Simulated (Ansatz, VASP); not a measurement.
**RbCl: VASP beside Ansatz**

INCAR

```
PREC = Accurate ; ENCUT = 500
EDIFF = 1E-6 ; ISMEAR = -1
SIGMA = 0.1 ; LREAL = False
LASPH = True ; NELM = 120
ALGO = Normal ; ISIF = 2
LWAVE = False ; LCHARG = False
GGA = PE ; NBANDS = 15
GGA_COMPAT = False
```

File KPOINTS:

```
regular mesh
0
Gamma
  13 13 13
```

Contents of POSCAR:

```
RbCl
1.0
    0.0000000000      2.4675371953      2.4675371953
    2.4675371953      0.0000000000      2.4675371953
    2.4675371953      2.4675371953      0.0000000000
Rb Cl
1 1
Direct
    0.0000000000      0.0000000000      0.0000000000
    0.5000000000      0.5000000000      0.5000000000
```

Input for Ansatz:

```yaml
crystal:
  lattice:
    - [0.0, 2.4675371953, 2.4675371953]
    - [2.4675371953, 0.0, 2.4675371953]
    - [2.4675371953, 2.4675371953, 0.0]
  atoms:
    - { symbol: Rb, position: [0.0, 0.0, 0.0] }
    - { symbol: Cl, position: [0.5, 0.5, 0.5] }
kpoints:
  mp_grid: { grid: [13, 13, 13] }
scf:
  occupations: { method: fermi_dirac, width: 0.1 }
hamiltonian:
  xc: pbe
  pseudopotentials: { kind: all_electron, datasets: crystal }
output:
  forces: true
  stress: true
  eigenvalues: true
```

Change from the starting cell: volume scaled by 0.4, crystal datasets.

Alike in both runs: task single point; functional PBE; k mesh 13 × 13 × 13; occupations fermi-dirac, width 0.1 eV; no spin polarisation.

|  | VASP | Ansatz |
| --- | --- | --- |
| version | VASP 6.6.1 | Ansatz 0.2.0 |
| potentials or method | VASP PAW PBE potentials, release 64 (Rb_sv, Cl), cutoff 500 eV | all-electron PAW with datasets made for the crystal, scalar-relativistic |

VASP gave:

```
pressure (GPa) : 125.7
```

**Question.** Which values does Ansatz return?

**Answer.** Pressure (GPa): 124.2.

Both programs put the cell under a high pressure, so it lies far from rest at this level. Ansatz ran all-electron here, and VASP with PAW potentials.

Noted on VASP's run: the cell as given lies far from equilibrium.
